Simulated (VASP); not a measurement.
# TiO2 (P4_2/mnm) in VASP: further runs, part 2 of 2

VASP 6.6.1.

### Step 3. Single point, r2SCAN (10.09 Å³/atom)

This run uses another cell than the first one, of 10.09 Å³/atom.

Contents of POSCAR:

```
TiO2
1.0
    4.5415035457      0.0000000000      0.0000000000
    0.0000000000      4.5415035457      0.0000000000
    0.0000000000      0.0000000000      2.9353125207
Ti O
2 4
Direct
    0.0000000000      0.0000000000      0.0000000000
    0.5000000000      0.5000000000      0.5000000000
    0.3035695521      0.3035695521      0.0000000000
    0.1964304479      0.8035695521      0.5000000000
    0.6964304479      0.6964304479      0.0000000000
    0.8035695521      0.1964304479      0.5000000000
```

Contents of INCAR.step1:

```
PREC = Accurate
ENCUT = 660
ISMEAR = 0
SIGMA = 0.02
LREAL = F
LASPH = T
NELM = 120
NBANDS = 33
GGA = PE
ALGO = Normal
EDIFF = 1E-5
LWAVE = T
LCHARG = F
GGA_COMPAT = F
```

Contents of INCAR.step2:

```
PREC = Accurate
ENCUT = 660
EDIFF = 1E-6
ISMEAR = 0
SIGMA = 0.02
LREAL = F
LASPH = T
NELM = 120
ALGO = Normal
ISIF = 2
LWAVE = F
LCHARG = T
METAGGA = R2SCAN
LMIXTAU = T
LELF = T
LVHAR = T
NBANDS = 33
ISTART = 1
GGA_COMPAT = F
```

Contents of KPOINTS:

```
regular mesh
0
Gamma
  6 6 10
```

Potentials or basis: VASP PAW PBE potentials, release 64 (Ti_sv, O).

Run with:

```
cat potpaw_PBE.64/Ti_sv/POTCAR potpaw_PBE.64/O/POTCAR > POTCAR
cp INCAR.step1 INCAR
mpirun -np 1 vasp_std > vasp.out
cp INCAR.step2 INCAR
mpirun -np 1 vasp_std > vasp.out
```

OUTCAR:

```text
PREC = Accurate
   ENCUT = 660
   EDIFF = 1E-6
   ISMEAR = 0
   LREAL = F
   LASPH = T
   NELM = 120
   ISIF = 2
   METAGGA = R2SCAN
   ISTART = 1

 ion  position               nearest neighbor table
   1  0.000  0.000  0.000-   4 1.94   6 1.94   4 1.94   6 1.94   5 1.95   3 1.95
   2  0.500  0.500  0.500-   3 1.94   5 1.94   3 1.94   5 1.94   4 1.95   6 1.95
   3  0.304  0.304  0.000-   2 1.94   2 1.94   1 1.95
   4  0.196  0.804  0.500-   1 1.94   1 1.94   2 1.95
   5  0.696  0.696  0.000-   2 1.94   2 1.94   1 1.95
   6  0.804  0.196  0.500-   1 1.94   1 1.94   2 1.95

  LATTYP: Found a simple tetragonal cell.
 ALAT       =     4.5415035457
 C/A-ratio  =     0.6463305580

  Lattice vectors:

 A1 = (   4.5415035457,   0.0000000000,   0.0000000000)
 A2 = (   0.0000000000,   4.5415035457,   0.0000000000)
 A3 = (   0.0000000000,   0.0000000000,   2.9353125207)

Analysis of symmetry for initial positions (statically):
=====================================================================
 Subroutine PRICEL returns:
 Original cell was already a primitive cell.

 Routine SETGRP: Setting up the symmetry group for a
 simple tetragonal supercell.

 Subroutine GETGRP returns: Found 16 space group operations
 (whereof  8 operations were pure point group operations)
 out of a pool of 16 trial point group operations.

The static configuration has the point symmetry D_2h.
 The point group associated with its full space group is D_4h.

Analysis of symmetry for dynamics (positions and initial velocities):
=====================================================================
 Subroutine PRICEL returns:
 Original cell was already a primitive cell.

 Routine SETGRP: Setting up the symmetry group for a
 simple tetragonal supercell.

 Subroutine GETGRP returns: Found 16 space group operations
 (whereof  8 operations were pure point group operations)
 out of a pool of 16 trial point group operations.

The dynamic configuration has the point symmetry D_2h.
[... 125 lines left out ...]
   IALGO  =     38    algorithm
   IMIX   =      4    mixing-type and parameters
     AMIX     =   0.40;   BMIX     =  1.00
     AMIX_MAG =   1.60;   BMIX_MAG =  1.00
  volume/ion in A,a.u.               =      10.09        68.09
  Fermi-wavevector in a.u.,A,eV,Ry     =   1.515203  2.863318 31.236782  2.295839
  Thomas-Fermi vector in A             =   2.624758
   LORBIT       =      0    0 simple, 1 ext, 2 COOP (PROOUT), +10 PAW based schemes
   METAGGA = R2SCAN    functional components
   LHFCALC =     F    Hartree Fock is set to
   AEXX    =    0.0000 exact exchange contribution
   IVDW    =     0    specifies the selected vdW correction
   LEPSILON=     F    determine dielectric tensor
   LRPA    =     F    only Hartree local field effects (RPA)
 non-spin polarized calculation
 Gauss-broadening in eV      SIGMA  =   0.02
  energy-cutoff  :      660.00
  volume of cell :       60.54
 maximum number of plane-waves:      2388
 NGX is ok and might be reduce to    40
   NGX = 19   NGY = 19   NGZ = 13

 number of electron      48.0000001 magnetization

 Free energy of the ion-electron system (eV)
  ---------------------------------------------------
  ext. energy  EPLUGINS =         0.00000000
  ---------------------------------------------------
  free energy    TOTEN  =       -69.75622244 eV

  energy without entropy =      -69.75622244  energy(sigma->0) =      -69.75622244

 E-fermi :   5.0574     XC(G=0): -12.3354

 val. band max:        4.8957985541   @ k =   0.0000   0.0000   0.0000
 cond. band min:       7.1599549709   @ k =   0.0000   0.0000   0.0000
 fundamental gap:      2.2641564169
 Fermi energy:         5.0574385632

 k-point     1 :       0.0000    0.0000    0.0000
  band No.  band energies     occupation
      1     -54.1735      2.00000
      2     -54.1521      2.00000
      3     -29.4748      2.00000
      4     -29.4748      2.00000
      5     -29.2732      2.00000
      6     -29.2732      2.00000
[... 853 lines left out ...]
     32      10.7539      0.00000
     33      12.0346      0.00000

 [... further k-points ...]
[... 5 lines left out ...]
  --------------------------------------------------------------------------------------
  -------------------------------------------------------------------------------------
  Total        3.1514732      3.1514732      3.4414006     -0.0000000      0.0000000      0.0000000
  in kB       83.4008614     83.4008614     91.0735248     -0.0000000      0.0000000      0.0000000
  external PRESSURE =      85.9584159 kB  Pullay stress =       0.0000000 kB

 VOLUME and BASIS-vectors are now :
 -----------------------------------------------------------------------------
  energy-cutoff  :      660.00
  volume of cell :       60.54
      direct lattice vectors                 reciprocal lattice vectors
     4.541503546  0.000000000  0.000000000     0.220191395  0.000000000  0.000000000
     0.000000000  4.541503546  0.000000000     0.000000000  0.220191395  0.000000000
     0.000000000  0.000000000  2.935312521     0.000000000  0.000000000  0.340679227

 POSITION                                       TOTAL-FORCE (eV/Angst)
 -----------------------------------------------------------------------------------
      0.00000      0.00000      0.00000        -0.000000      0.000000      0.000000
      2.27075      2.27075      1.46766        -0.000000      0.000000      0.000000
      1.37866      1.37866      0.00000        -0.010468     -0.010468     -0.000000
      0.89209      3.64941      1.46766         0.010468     -0.010468     -0.000000
      3.16284      3.16284      0.00000         0.010468      0.010468      0.000000
      3.64941      0.89209      1.46766        -0.010468      0.010468      0.000000
 -----------------------------------------------------------------------------------
    total drift:                                0.000000      0.000000     -0.000000

  FREE ENERGIE OF THE ION-ELECTRON SYSTEM (eV)
  ---------------------------------------------------
  free  energy   TOTEN  =       -69.7562224386 eV

  energy  without entropy=      -69.7562224386  energy(sigma->0) =      -69.75622244
```

OUTCAR.step1:

```text
PREC = Accurate
   ENCUT = 660
   ISMEAR = 0
   LREAL = F
[... 1104 lines left out ...]
      1.37866      1.37866      0.00000        -0.042216     -0.042216     -0.000000
      0.89209      3.64941      1.46766         0.042216     -0.042216     -0.000000
      3.16284      3.16284      0.00000         0.042216      0.042216      0.000000
      3.64941      0.89209      1.46766        -0.042216      0.042216      0.000000
 -----------------------------------------------------------------------------------
    total drift:                                0.000000      0.000000     -0.000000

  FREE ENERGIE OF THE ION-ELECTRON SYSTEM (eV)
  ---------------------------------------------------
  free  energy   TOTEN  =       -53.5499791500 eV

  energy  without entropy=      -53.5499791500  energy(sigma->0) =      -53.54997915
```

OSZICAR.step1:

```text
N       E                     dE             d eps       ncg     rms          rms(c)
DAV:   1     0.717579523368E+03    0.71758E+03   -0.27864E+04  3960   0.205E+03
DAV:   2     0.400581438303E+02   -0.67752E+03   -0.62770E+03  4242   0.567E+02
DAV:   3    -0.651264668961E+02   -0.10518E+03   -0.10251E+03  5375   0.205E+02
DAV:   4    -0.705951565825E+02   -0.54687E+01   -0.54561E+01  5885   0.450E+01
DAV:   5    -0.707820756895E+02   -0.18692E+00   -0.18689E+00  5349   0.689E+00    0.325E+01
DAV:   6    -0.537296868880E+02    0.17052E+02   -0.72564E+01  5211   0.899E+01    0.106E+01
DAV:   7    -0.537549412898E+02   -0.25254E-01   -0.12310E+01  4963   0.316E+01    0.953E+00
DAV:   8    -0.536167143532E+02    0.13823E+00   -0.47268E-01  5021   0.583E+00    0.696E+00
DAV:   9    -0.536488265529E+02   -0.32112E-01   -0.93001E-01  5045   0.114E+01    0.292E+00
DAV:  10    -0.535603664527E+02    0.88460E-01   -0.41964E-01  4923   0.699E+00    0.965E-01
DAV:  11    -0.535507391574E+02    0.96273E-02   -0.27151E-02  5244   0.123E+00    0.358E-01
DAV:  12    -0.535501866143E+02    0.55254E-03   -0.42254E-03  4478   0.475E-01    0.109E-01
DAV:  13    -0.535499738257E+02    0.21279E-03   -0.67952E-04  5272   0.310E-01    0.250E-02
DAV:  14    -0.535499791500E+02   -0.53243E-05   -0.55234E-05  4755   0.640E-02
   1 F= -.53549979E+02 E0= -.53549979E+02  d E =-.837671E-73
```

Run time: 14 min. Hardware: 1 thread of Oxide Virtual Turin-like, shared host; peak memory 0.27 GiB.

What came out:

| Item | Value |
| --- | --- |
| Free energy | -69.7562 eV |
| Pressure | 8.6 GPa |
| Largest force | 0.015 eV/Å |
| Band gap on the k mesh | 2.26 eV |

Forces on the atoms (eV/Å):
```
Ti   0.000  0.000  0.000
Ti   0.000  0.000  0.000
O   -0.010 -0.010  0.000
O    0.010 -0.010  0.000
O    0.010  0.010  0.000
O   -0.010  0.010  0.000
```

Caveat: the cell stands under pressure; the PAW data sets were made with another functional, which shifts forces and pressure a little. A k mesh can miss the band edges.

### Step 4. Single point, r2SCAN

This run uses another cell than the first one, of 10.40 Å³/atom.

Contents of POSCAR:

```
TiO2
1.0
    4.5969450441      0.0000000000      0.0000000000
    0.0000000000      4.5969450441      0.0000000000
    0.0000000000      0.0000000000      2.9535430427
Ti O
2 4
Direct
    0.0000000000      0.0000000000      0.0000000000
    0.5000000000      0.5000000000      0.5000000000
    0.3046314522      0.3046314522      0.0000000000
    0.1953685478      0.8046314522      0.5000000000
    0.6953685478      0.6953685478      0.0000000000
    0.8046314522      0.1953685478      0.5000000000
```

Contents of INCAR.step1:

```
PREC = Accurate
ENCUT = 660
ISMEAR = 0
SIGMA = 0.02
LREAL = False
LASPH = True
NELM = 120
NBANDS = 33
GGA = PE
ALGO = Normal
EDIFF = 1E-5
LWAVE = True
LCHARG = False
GGA_COMPAT = False
```

Contents of INCAR.step2:

```
PREC = Accurate
ENCUT = 660
EDIFF = 1E-6
ISMEAR = 0
SIGMA = 0.02
LREAL = False
LASPH = True
NELM = 120
ALGO = Normal
ISIF = 2
LWAVE = False
LCHARG = False
METAGGA = R2SCAN
LMIXTAU = True
NBANDS = 33
ISTART = 1
GGA_COMPAT = False
```

KPOINTS is that of step 3.

Run with:

```
cat potpaw_PBE.64/Ti_sv/POTCAR potpaw_PBE.64/O/POTCAR > POTCAR
cp INCAR.step1 INCAR
mpirun -np 1 vasp_std > vasp.out
cp INCAR.step2 INCAR
mpirun -np 1 vasp_std > vasp.out
```

It took 20 min on 1 thread of Oxide Virtual Turin-like, shared host; peak memory 0.27 GiB.

Results (log left out):

```yaml
Free_energy: -69.8156 eV
Pressure: 1.0 GPa
Largest_force: 0.031 eV/Å
Band_gap_on_the_k_mesh: 2.23 eV
```

Forces in eV/Å, atoms in the order of the input:
```
Ti   0.000  0.000  0.000
Ti   0.000  0.000  0.000
O   -0.022 -0.022  0.000
O    0.022 -0.022  0.000
O    0.022  0.022  0.000
O   -0.022  0.022  0.000
```

Stress tensor (GPa, compression positive):
```
0.75 0.00 0.00
0.00 0.75 0.00
0.00 0.00 1.45
```

Levels at points of the mesh, in eV from the valence-band top:
```csv
k point,band 22,band 23,band 24,band 25,band 26,band 27
"(0.00, 0.00, 0.00)",-0.49,-0.49,0.00,2.23,2.55,2.79
"(0.50, 0.00, 0.00)",-1.70,-0.77,-0.77,2.92,2.92,3.41
"(0.50, 0.50, 0.00)",-1.38,-1.13,-1.13,2.27,2.27,2.90
"(0.00, 0.00, 0.50)",-2.40,-1.48,-1.48,3.33,3.33,3.59
"(0.50, 0.00, 0.50)",-2.07,-1.09,-1.09,2.29,2.29,3.62
"(0.50, 0.50, 0.50)",-1.31,-0.72,-0.72,2.97,2.97,3.60
```

Caveat: the PAW data sets were made with another functional, which shifts forces and pressure a little.

### Step 5. Summary

| cell | gap on the mesh (eV) | pressure (GPa) | largest force (eV/Å) |
| --- | --- | --- | --- |
| a = 4.485, b = 4.485, c = 2.916 Å, 6 atoms, atomic positions A | 2.31 | 17.8 | 0.01 |
| a = 4.542, b = 4.542, c = 2.935 Å, 6 atoms, atomic positions B | 2.26 | 8.6 | 0.01 |
| a = 4.597, b = 4.597, c = 2.954 Å, 6 atoms, atomic positions C | 2.23 | 1.0 | 0.03 |

Alike in all rows: task single point; level r2SCAN; potentials or basis VASP PAW PBE potentials, release 64 (Ti_sv, O); no spin polarisation; k mesh 6 × 6 × 10; cutoff (eV) 660; smearing gaussian 0.02 eV.

Caveats: the PAW data sets were made with another functional, which shifts forces and pressure a little; the cell stands under pressure (at least some runs).

Total energies depend on the potentials used, so only differences within one code and one set of settings carry meaning.

### Step 6. Against experiment

Step 4. Measured gap of TiO2: 3.03 eV (direct; 1.6 K; quoted in “Shallow Valence Band of Rutile GeO2 and P-type Doping”, 2020, arxiv:2011.08928). This calculation gives 2.23 eV (-0.80 eV). 2 values of this kind are on record in papers (3.03 to 3.05 eV); this one was drawn at random among those near their median. The value is that of r2SCAN on a finite k mesh, which can miss the band edges, without temperature or zero-point motion.
